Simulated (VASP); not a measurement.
# Cu (Fm-3m) in VASP: notebook

The runs below take Cu through relaxation of cell and atoms, with r2SCAN.

All numbers are computed with VASP 6.6.1; they aren't measurements. Logs are shortened: lines on timing, memory, paths and dates and some standing lists are left out, and cuts for length are marked.

## (1) The cell of the first run

The structure is cubic, space group Fm-3m (No. 225). Conventional cell: a = 3.577 Å, b = 3.577 Å, c = 3.577 Å, α = 90.00°, β = 90.00°, γ = 90.00°. Within 3.3 Å of Cu (site symmetry m-3m) lie 12 Cu at 2.53 Å.

## (2) Relaxation of cell and atoms, r2SCAN, target pressure 7 GPa, at which the enthalpy is minimised

The input, POSCAR:

```
Cu
1.0
    0.0000000000      1.7884957528      1.7884957528
    1.7884957528      0.0000000000      1.7884957528
    1.7884957528      1.7884957528      0.0000000000
Cu
1
Direct
    0.0000000000      0.0000000000      0.0000000000
```

The input, INCAR.step1:

```
SYSTEM = Cu
ALGO = Normal
EDIFF = 1E-4
ENCUT = 600
GGA = PE
ISMEAR = -1
LASPH = .True.
LCHARG = .False.
LREAL = .False.
LWAVE = .True.
NELM = 80
PREC = Accurate
SIGMA = 0.1
```

The input, INCAR.step2:

```
SYSTEM = Cu
ALGO = Normal
EDIFF = 1E-6
EDIFFG = -0.002
ENCUT = 600
IBRION = 2
ISIF = 3
ISMEAR = -1
ISTART = 1
LASPH = .True.
LCHARG = .False.
LMIXTAU = .True.
LREAL = .False.
LWAVE = .False.
METAGGA = R2SCAN
NELM = 80
NSW = 100
PREC = Accurate
PSTRESS = 70.0
SIGMA = 0.1
```

The input, KPOINTS:

```
k-points
0
Gamma
  26 26 26
  0 0 0
```

Potentials or basis: VASP PAW PBE potentials, release 64 (Cu).

On the command line:

```console
> cat potpaw_PBE.64/Cu/POTCAR > POTCAR
> cp INCAR.step1 INCAR
> mpirun -np 1 vasp_std > vasp.out
> cp INCAR.step2 INCAR
> mpirun -np 1 vasp_std > vasp.out
```

OUTCAR:

```text
SYSTEM = Cu
   EDIFF = 1E-6
   EDIFFG = -0.002
   ENCUT = 600
   IBRION = 2
   ISIF = 3
   ISMEAR = -1
   ISTART = 1
   LASPH = .True.
   LREAL = .False.
   METAGGA = R2SCAN
   NELM = 80
   NSW = 100
   PREC = Accurate
   PSTRESS = 70.0

 ion  position               nearest neighbor table
   1  0.000  0.000  0.000-

  LATTYP: Found a face centered cubic cell.
 ALAT       =     3.5769915056

  Lattice vectors:

 A1 = (   0.0000000000,   1.7884957528,   1.7884957528)
 A2 = (   1.7884957528,   0.0000000000,   1.7884957528)
 A3 = (   1.7884957528,   1.7884957528,   0.0000000000)

Analysis of symmetry for initial positions (statically):
=====================================================================
 Subroutine PRICEL returns:
 Original cell was already a primitive cell.

 Routine SETGRP: Setting up the symmetry group for a
 face centered cubic supercell.

 Subroutine GETGRP returns: Found 48 space group operations
 (whereof 48 operations were pure point group operations)
 out of a pool of 48 trial point group operations.

The static configuration has the point symmetry O_h .

Analysis of symmetry for dynamics (positions and initial velocities):
=====================================================================
 Subroutine PRICEL returns:
 Original cell was already a primitive cell.

 Routine SETGRP: Setting up the symmetry group for a
 face centered cubic supercell.

 Subroutine GETGRP returns: Found 48 space group operations
 (whereof 48 operations were pure point group operations)
 out of a pool of 48 trial point group operations.

The dynamic configuration has the point symmetry O_h .

 Subroutine INISYM returns: Found 48 space group operations
 (whereof 48 operations are pure point group operations),
 and found     1 'primitive' translations

----------------------------------------------------------------------------------------

                                     Primitive cell

  volume of cell :      11.4418

  direct lattice vectors                    reciprocal lattice vectors
     0.000000000  1.788495753  1.788495753    -0.279564544  0.279564544  0.279564544
     1.788495753  0.000000000  1.788495753     0.279564544 -0.279564544  0.279564544
     1.788495753  1.788495753  0.000000000     0.279564544  0.279564544 -0.279564544

  length of vectors
     2.529314950  2.529314950  2.529314950     0.484219995  0.484219995  0.484219995

  position of ions in fractional coordinates (direct lattice)
     0.000000000  0.000000000  0.000000000

  ion indices of the primitive-cell ions
   primitive index   ion index
                 1           1

----------------------------------------------------------------------------------------

 KPOINTS: k-points

Automatic generation of k-mesh.
 Grid dimensions read from file:
 generate k-points for:   26   26   26

 Generating k-lattice:

  Cartesian coordinates                     Fractional coordinates (reciprocal lattice)
    -0.010752482  0.010752482  0.010752482     0.038461538  0.000000000  0.000000000
     0.010752482 -0.010752482  0.010752482     0.000000000  0.038461538  0.000000000
     0.010752482  0.010752482 -0.010752482     0.000000000  0.000000000  0.038461538

  Length of vectors
     0.018623846  0.018623846  0.018623846

  Shift w.r.t. Gamma in fractional coordinates (k-lattice)
     0.000000000  0.000000000  0.000000000

 Subroutine IBZKPT returns following result:
 ===========================================

 Found    511 irreducible k-points:

 Following reciprocal coordinates:
            Coordinates               Weight
  0.000000  0.000000  0.000000      1.000000
  0.038462  0.000000  0.000000      8.000000
  0.076923  0.000000  0.000000      8.000000
  0.115385  0.000000  0.000000      8.000000
  0.153846  0.000000  0.000000      8.000000
  0.192308  0.000000  0.000000      8.000000
[... 16 lines left out ...]
  0.346154  0.038462  0.000000     24.000000
  0.384615  0.038462  0.000000     24.000000
 [... further k-points ...]
   k-points           NKPTS =    511   k-points in BZ     NKDIM =    511   number of bands    NBANDS=      9
   number of dos      NEDOS =    301   number of ions     NIONS =      1
   total plane-waves  NPLWV =   8000
   dimension x,y,z NGX =    20 NGY =   20 NGZ =   20
   dimension x,y,z NGXF=    40 NGYF=   40 NGZF=   40
   ions per type =               1
   NGX,Y,Z   is equivalent  to a cutoff of  13.15, 13.15, 13.15 a.u.
   NGXF,Y,Z  is equivalent  to a cutoff of  26.29, 26.29, 26.29 a.u.
 SYSTEM =  Cu
   PREC   = accura    normal or accurate (medium, high low for compatibility)
   ISTART =      1    job   : 0-new  1-cont  2-samecut
   ICHARG =      0    charge: 1-file 2-atom 10-const
   ISPIN  =      1    spin polarized calculation?
   LNONCOLLINEAR =      F non collinear calculations
   LSORBIT =      F    spin-orbit coupling
   LASPH  =      T    aspherical Exc in radial PAW
   ENCUT  =  600.0 eV  44.10 Ry    6.64 a.u.   5.05  5.05  5.05*2*pi/ulx,y,z
   NELM   =     80;   NELMIN=  2; NELMDL=  0     # of ELM steps
   EDIFF  = 0.1E-05   stopping-criterion for ELM
   LREAL  =      F    real-space projection
   EDIFFG = -.2E-02   stopping-criterion for IOM
   NSW    =    100    number of steps for IOM
   IBRION =      2    ionic relax: 0-MD 1-quasi-New 2-CG
   NFREE  =      1    steps in history (QN), initial steepest desc. (CG)
   ISIF   =      3    stress and relaxation
   ISYM   =      2    0-nonsym 1-usesym 2-fastsym
   POTIM  = 0.5000    time-step for ionic-motion
   TEBEG  =    0.0;   TEEND  =   0.0 temperature during run
   PSTRESS=   70.0 pullay stress
   NELECT =      11.0000    total number of electrons
   NUPDOWN=      -1.0000    fix difference up-down
   EMIN   =  10.00;   EMAX   =-10.00  energy-range for DOS
   EFERMI =   0.00;   METHOD = LEGACY
   ISMEAR =    -1;   SIGMA  =   0.10  broadening in eV -4-tet -1-fermi 0-gaus
   EFERMI_NEDOS =   21; number of points for ismear=-14 and -15
   IALGO  =     38    algorithm
   IMIX   =      4    mixing-type and parameters
     AMIX     =   0.40;   BMIX     =  1.00
     AMIX_MAG =   1.60;   BMIX_MAG =  1.00
  volume/ion in A,a.u.               =      11.44        77.21
  Fermi-wavevector in a.u.,A,eV,Ry     =   1.615751  3.053327 35.520075  2.610652
  Thomas-Fermi vector in A             =   2.710448
   LORBIT       =      0    0 simple, 1 ext, 2 COOP (PROOUT), +10 PAW based schemes
   METAGGA = R2SCAN    functional components
   LHFCALC =     F    Hartree Fock is set to
   AEXX    =    0.0000 exact exchange contribution
   IVDW    =     0    specifies the selected vdW correction
   LEPSILON=     F    determine dielectric tensor
   LRPA    =     F    only Hartree local field effects (RPA)
 conjugate gradient relaxation of ions
 non-spin polarized calculation
  energy-cutoff  :      600.00
  volume of cell :       11.44
 maximum number of plane-waves:       392
   NGX = 11   NGY = 11   NGZ = 11

--------------------------------------- Ionic step        1  -------------------------------------------

 number of electron      11.0000012 magnetization

 Free energy of the ion-electron system (eV)
  ---------------------------------------------------
  ext. energy  EPLUGINS =         0.00000000
  ---------------------------------------------------
  free energy    TOTEN  =       -10.83164576 eV

  energy without entropy =      -10.82290591  energy(sigma->0) =      -10.82727583

------------------------ aborting loop because EDIFF is reached ----------------------------------------

  FORCE on cell =-STRESS in cart. coord.  units (eV):
  Direction    XX          YY          ZZ          XY          YZ          ZX
  --------------------------------------------------------------------------------------
  -------------------------------------------------------------------------------------
  Total        0.0399524      0.0399524      0.0399524      0.0000000     -0.0000000      0.0000000
  in kB        5.5944777      5.5944777      5.5944777      0.0000000     -0.0000000      0.0000000
  external PRESSURE =     -64.4055223 kB  Pullay stress =      70.0000000 kB
[... 59 lines left out ...]
  enthalpy is  TOTEN    =       -10.3329711591 eV   P V=        0.4673540036

--------------------------------------- Ionic step        3  -------------------------------------------

 number of electron      11.0000007 magnetization

 Free energy of the ion-electron system (eV)
  ---------------------------------------------------
  ext. energy  EPLUGINS =         0.00000000
  ---------------------------------------------------
  free energy    TOTEN  =       -10.82255485 eV

  energy without entropy =      -10.81397325  energy(sigma->0) =      -10.81826405

 E-fermi :   8.2721     XC(G=0): -14.2006

 val. band max:        8.2700760693   @ k =  -0.4615   0.1154   0.0385
 cond. band min:       8.2723246171   @ k =  -0.4231   0.1154   0.0000
 fundamental gap:      0.0022485478
 Fermi energy:         8.2720975256

 k-point     1 :       0.0000    0.0000    0.0000
  band No.  band energies     occupation
      1      -1.9599      2.00000
      2       4.8916      2.00000
      3       4.8916      2.00000
      4       4.8916      2.00000
      5       5.7987      2.00000
      6       5.7987      2.00000
      7      32.1844      0.00000
      8      35.7579      0.00000
      9      35.7579      0.00000
[... 265 lines left out ...]
 k-point    24 :       0.3846    0.0385    0.0000
  band No.  band energies     occupation
      1       2.1642      2.00000
      2       4.8990      2.00000
      3       4.9465      2.00000
      4       5.1781      2.00000
      5       6.3083      2.00000
      6       6.3228      2.00000
      7      16.0451      0.00000
      8      30.7699      0.00000
      9      31.4117      0.00000

 [... further k-points ...]

------------------------ aborting loop because EDIFF is reached ----------------------------------------

  FORCE on cell =-STRESS in cart. coord.  units (eV):
  Direction    XX          YY          ZZ          XY          YZ          ZX
  --------------------------------------------------------------------------------------
  -------------------------------------------------------------------------------------
  Total        0.4808406      0.4808406      0.4808406      0.0000000      0.0000000      0.0000000
  in kB       69.7407936     69.7407936     69.7407936      0.0000000      0.0000000      0.0000000
  external PRESSURE =      -0.2592064 kB  Pullay stress =      70.0000000 kB
[... 16 lines left out ...]
  FREE ENERGIE OF THE ION-ELECTRON SYSTEM (eV)
  ---------------------------------------------------
  free  energy   TOTEN  =       -10.8225548519 eV

  energy  without entropy=      -10.8139732461  energy(sigma->0) =      -10.81826405

  enthalpy is  TOTEN    =       -10.3399271225 eV   P V=        0.4826277294

 reached required accuracy - stopping structural energy minimisation
```

Run time: 7.6 min. Hardware: 1 thread of Intel Xeon Platinum 8259CL at 2.50GHz (Skylake/Cascade Lake), shared host; peak memory 0.19 GiB.

What came out:

```
Free energy                                                : -10.8226 eV
Relaxed volume                                             : 11.05 Å³/atom
Relaxed cell                                               : a = 2.500 Å, b = 2.500 Å, c = 2.500 Å, α = 60.00°, β = 60.00°, γ = 60.00°
Space group after relaxing (to 0.1 Å)                      : Fm-3m (No. 225)
Energy change on relaxing (the run minimises the enthalpy) : +9.1 meV/atom
Ionic steps                                                : 3
Pressure after relaxing                                    : 7.0 GPa
Band gap on the k mesh                                     : zero (an odd number of electrons rules out a gap without spin polarisation)
```

Step by step:
| step | energy change (eV) | largest force (eV/Å) | pressure (GPa) | volume (Å³) |
| --- | --- | --- | --- | --- |
| 1 | 0.0000 | 0.0000 | 0.56 | 11.44 |
| 2 | 0.0313 | 0.0000 | 13.59 | 10.70 |
| 3 | 0.0091 | 0.0000 | 6.97 | 11.05 |

Final structure:
```
CELL_PARAMETERS angstrom
0.00000 1.76766 1.76766
1.76766 0.00000 1.76766
1.76766 1.76766 0.00000
ATOMIC_POSITIONS crystal
Cu 0.00000 0.00000 0.00000
```

Caveat: the cell is relaxed towards a set pressure, so the run minimises the enthalpy, not the energy; the PAW data sets were made with another functional, which shifts forces and pressure a little.

(Part 1 of 2 ends here.)
